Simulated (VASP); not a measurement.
# InSb3 (Fmmm) in VASP: single point with PBEsol+D3(BJ)

Aim: the single point of InSb3 with PBEsol+D3(BJ).

All numbers are computed with VASP 6.6.1; they aren't measurements. Logs are shortened: lines on timing, memory, paths and dates and some standing lists are left out, and cuts for length are marked.

### 1 The cell of the first run

It takes space group Fmmm (No. 69, orthorhombic). The conventional cell has a = 7.068 Å, b = 7.324 Å, c = 7.580 Å, α = 90.00°, β = 90.00°, γ = 90.00°. Within 4.2 Å of In (site symmetry mmm) lie 14 Sb at 3.17 to 3.79 Å. Within 4.2 Å of Sb (site symmetry 222) lie 4 In at 3.17 Å and 10 Sb at 3.17 to 3.79 Å. Within 4.2 Å of Sb (site symmetry mmm) lie 8 Sb at 3.17 Å and 6 In at 3.53 to 3.79 Å.

### 2 Single point, PBEsol+D3(BJ) (strain +0.0350 x Voigt [1, -1, 0, 0, 0, 0])

INCAR

```
SYSTEM = InSb3
ALGO = Fast
EDIFF = 1E-7
ENCUT = 520
GGA = PS
ISIF = 2
ISMEAR = 0
IVDW = 12
LASPH = .TRUE.
LCHARG = .FALSE.
LREAL = .FALSE.
LWAVE = .FALSE.
NBANDS = 22
NELM = 80
PREC = Accurate
SIGMA = 0.15
```

KPOINTS

```
k-points
0
G
  12 12 12
  0 0 0
```

POSCAR

```
InSb3
1.0
    0.0000000000      3.5338940778      3.6620664019
    3.7902387260      0.0000000000      3.6620664019
    3.7902387260      3.5338940778      0.0000000000
In Sb
1 3
Direct
    0.0000000000      0.0000000000      0.0000000000
    0.2500000000      0.2500000000      0.2500000000
    0.7500000000      0.7500000000      0.7500000000
    0.5000000000      0.5000000000      0.5000000000
```

Potentials or basis: VASP PAW PBE potentials, release 64 (In_d, Sb).

Command:

```console
$ cat potpaw_PBE.64/In_d/POTCAR potpaw_PBE.64/Sb/POTCAR > POTCAR
$ mpirun -np 1 vasp_std > vasp.out
```

OUTCAR:

```text
SYSTEM = InSb3
   EDIFF = 1E-7
   ENCUT = 520
   GGA = PS
   ISIF = 2
   ISMEAR = 0
   IVDW = 12
   LASPH = .TRUE.
   LREAL = .FALSE.
   NELM = 80
   PREC = Accurate
 IVDW          = 12

 ion  position               nearest neighbor table
   1  0.000  0.000  0.000-   3 3.17   3 3.17   3 3.17   2 3.17   3 3.17   2 3.17   2 3.17   2 3.17
                             4 3.53   4 3.53   4 3.66   4 3.66   4 3.79   4 3.79
   2  0.250  0.250  0.250-   1 3.17   1 3.17   1 3.17   1 3.17   4 3.17   4 3.17   4 3.17   4 3.17
                             3 3.53   3 3.53   3 3.66   3 3.66
   3  0.750  0.750  0.750-   4 3.17   4 3.17   4 3.17   1 3.17   4 3.17   1 3.17   1 3.17   1 3.17
                             2 3.53   2 3.53   2 3.66   2 3.66
   4  0.500  0.500  0.500-   2 3.17   2 3.17   2 3.17   2 3.17   3 3.17   3 3.17   3 3.17   3 3.17
                             1 3.53   1 3.53   1 3.66   1 3.66   1 3.79   1 3.79

  LATTYP: Found a face centered orthorhombic cell.
 ALAT       =     7.0677881556
 B/A-ratio  =     1.0362694301
 C/A-ratio  =     1.0725388601

  Lattice vectors:

 A1 = (  -3.7902387260,   0.0000000000,  -3.6620664019)
 A2 = (  -3.7902387260,   3.5338940778,   0.0000000000)
 A3 = (   0.0000000000,   3.5338940778,  -3.6620664019)

Analysis of symmetry for initial positions (statically):
=====================================================================
 Subroutine PRICEL returns:
 Original cell was already a primitive cell.

 Routine SETGRP: Setting up the symmetry group for a
 face centered orthorhombic supercell.

 Subroutine GETGRP returns: Found  8 space group operations
 (whereof  8 operations were pure point group operations)
 out of a pool of  8 trial point group operations.

The static configuration has the point symmetry D_2h.

Analysis of symmetry for dynamics (positions and initial velocities):
=====================================================================
 Subroutine PRICEL returns:
 Original cell was already a primitive cell.

 Routine SETGRP: Setting up the symmetry group for a
 face centered orthorhombic supercell.

 Subroutine GETGRP returns: Found  8 space group operations
 (whereof  8 operations were pure point group operations)
 out of a pool of  8 trial point group operations.

The dynamic configuration has the point symmetry D_2h.

 Subroutine INISYM returns: Found  8 space group operations
 (whereof  8 operations are pure point group operations),
 and found     1 'primitive' translations

[... 99 lines left out ...]
   LREAL  =      F    real-space projection
   EDIFFG = 0.1E-05   stopping-criterion for IOM
   NSW    =      0    number of steps for IOM
   IBRION =     -1    ionic relax: 0-MD 1-quasi-New 2-CG
   NFREE  =      0    steps in history (QN), initial steepest desc. (CG)
   ISIF   =      2    stress and relaxation
   ISYM   =      2    0-nonsym 1-usesym 2-fastsym
   POTIM  = 0.5000    time-step for ionic-motion
   TEBEG  =    0.0;   TEEND  =   0.0 temperature during run
   PSTRESS=    0.0 pullay stress
   NELECT =      28.0000    total number of electrons
   NUPDOWN=      -1.0000    fix difference up-down
   EMIN   =  10.00;   EMAX   =-10.00  energy-range for DOS
   EFERMI =   0.00;   METHOD = LEGACY
   ISMEAR =     0;   SIGMA  =   0.15  broadening in eV -4-tet -1-fermi 0-gaus
   EFERMI_NEDOS =   21; number of points for ismear=-14 and -15
   IALGO  =     68    algorithm
   IMIX   =      4    mixing-type and parameters
     AMIX     =   0.40;   BMIX     =  1.00
     AMIX_MAG =   1.60;   BMIX_MAG =  1.00
  volume/ion in A,a.u.               =      24.53       165.51
  Fermi-wavevector in a.u.,A,eV,Ry     =   1.077876  2.036890 15.807471  1.161816
  Thomas-Fermi vector in A             =   2.213799
   LORBIT       =      0    0 simple, 1 ext, 2 COOP (PROOUT), +10 PAW based schemes
   GGA     = PS    functional components
   LHFCALC =     F    Hartree Fock is set to
   AEXX    =    0.0000 exact exchange contribution
   IVDW    =    12    specifies the selected vdW correction
   LEPSILON=     F    determine dielectric tensor
   LRPA    =     F    only Hartree local field effects (RPA)
 non-spin polarized calculation
 RMM-DIIS sequential band-by-band and
 Gauss-broadening in eV      SIGMA  =   0.15
  energy-cutoff  :      520.00
  volume of cell :       98.10
 maximum number of plane-waves:      2664
 NGX is ok and might be reduce to    40
   NGX = 19   NGY = 19   NGZ = 19

 number of electron      28.0000002 magnetization

 Free energy of the ion-electron system (eV)
  ---------------------------------------------------
  ext. energy  EPLUGINS =         0.00000000
  ---------------------------------------------------
  free energy    TOTEN  =       -16.07699236 eV

  energy without entropy =      -16.05542987  energy(sigma->0) =      -16.06621112

 E-fermi :   9.1921     XC(G=0): -10.7358

 val. band max:        9.1873575466   @ k =   0.4167   0.1667   0.0833
 cond. band min:       9.1927214954   @ k =   0.5000   0.4167   0.0833
 fundamental gap:      0.0053639489
 Fermi energy:         9.1921465952

 k-point     1 :       0.0000    0.0000    0.0000
  band No.  band energies     occupation
      1      -5.3043      2.00000
      2      -5.3019      2.00000
      3      -5.2996      2.00000
      4      -5.2620      2.00000
      5      -5.2509      2.00000
      6      -3.8456      2.00000
[... 589 lines left out ...]
     21      14.8662      0.00000
     22      17.0898      0.00000

 [... further k-points ...]

------------------------ aborting loop because EDIFF is reached ----------------------------------------

 Edisp (eV)   -2.04763

 E8    (eV) :    -1.4227

  FORCE on cell =-STRESS in cart. coord.  units (eV):
  Direction    XX          YY          ZZ          XY          YZ          ZX
  --------------------------------------------------------------------------------------
  -------------------------------------------------------------------------------------
  Total      -0.31559     0.77660     0.47381     0.00000     0.00000     0.00000
  in kB      -5.15412    12.68321     7.73817     0.00000     0.00000     0.00000
  external pressure =        5.09 kB  Pullay stress =        0.00 kB

 VOLUME and BASIS-vectors are now :
 -----------------------------------------------------------------------------
  energy-cutoff  :      520.00
  volume of cell :       98.10
      direct lattice vectors                 reciprocal lattice vectors
     0.000000000  3.533894078  3.662066402    -0.131917812  0.141486980  0.136534936
     3.790238726  0.000000000  3.662066402     0.131917812 -0.141486980  0.136534936
     3.790238726  3.533894078  0.000000000     0.131917812  0.141486980 -0.136534936

 POSITION                                       TOTAL-FORCE (eV/Angst)
 -----------------------------------------------------------------------------------
      0.00000      0.00000      0.00000        -0.000000      0.000000      0.000000
      1.89512      1.76695      1.83103         0.000000      0.000000      0.000000
      5.68536      5.30084      5.49310         0.000000      0.000000     -0.000000
      3.79024      3.53389      3.66207        -0.000000      0.000000      0.000000
 -----------------------------------------------------------------------------------
    total drift:                               -0.000000      0.000000      0.000000

  FREE ENERGIE OF THE ION-ELECTRON SYSTEM (eV)
  ---------------------------------------------------
  free  energy   TOTEN  =       -18.1246214975 eV

  energy  without entropy=      -18.1030590087  energy(sigma->0) =      -18.11384025
```

Wall time 11 min (1 thread of Oxide Virtual Turin-like, shared host); peak memory 0.64 GiB.

What came out:

| Quantity | Value |
| --- | --- |
| Free energy | -18.1246 eV |
| Pressure | 0.5 GPa |
| Band gap on the k mesh | zero (bands 14 and 15 overlap by 3.71 eV) |
| Dispersion energy per atom | -0.512 eV |

Stress tensor (GPa, compression positive):
```
-0.52  0.00  0.00
 0.00  1.27  0.00
 0.00  0.00  0.77
```

Caveat: the cell differs from its parent crystal (strain +0.0350 x Voigt [1, -1, 0, 0, 0, 0]); the PAW data sets were made with another functional, which shifts forces and pressure a little; spin-orbit coupling is left out, which moves the levels of the heavy elements.
